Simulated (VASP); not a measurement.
Here is a VASP 6.6.1 calculation.

The input INCAR:

```
SYSTEM = HfN
PREC = Accurate
ENCUT = 520
EDIFF = 1E-6
ISMEAR = -1
SIGMA = 0.05
LREAL = .FALSE.
LASPH = .TRUE.
NELM = 150
ALGO = Normal
ISIF = 2
LWAVE = .FALSE.
LCHARG = .FALSE.
MAGMOM = 0 0 0 0 0 0 0 0 0 0 0 0
LORBIT = 11
LSORBIT = .TRUE.
GGA_COMPAT = .FALSE.
LORBMOM = .TRUE.
LMAXMIX = 4
GGA = PS
NBANDS = 44
```

The input KPOINTS:

```
Automatic mesh
0
G
  10 10 5
  0 0 0
```

Contents of POSCAR:

```
HfN
1.0
    3.1339080219      0.0000000000      0.0000000000
   -1.5669540110      2.7140439601      0.0000000000
    0.0000000000      0.0000000000      5.4167677200
Hf N
2 2
Direct
    0.3333333333      0.6666666667      0.2500000000
    0.6666666667      0.3333333333      0.7500000000
    0.0000000000      0.0000000000      0.5000000000
    0.0000000000      0.0000000000      0.0000000000
```

Potentials or basis: VASP PAW PBE potentials, release 64 (Hf_pv, N).

Command:

```bash
$ cat potpaw_PBE.64/Hf_pv/POTCAR potpaw_PBE.64/N/POTCAR > POTCAR
$ mpirun -np 1 vasp_ncl > vasp.out
```

Q: What does it give for the pressure?

A: -4.5 GPa.

Q: Predict the net moment.

A: 0.00 μB per cell.

Stress tensor (GPa, compression positive):
```
-4.27  0.00  0.00
 0.00 -4.27  0.00
 0.00  0.00 -4.90
```

Caveat: the cell stands under tension; the PAW data sets were made with another functional, which shifts forces and pressure a little.
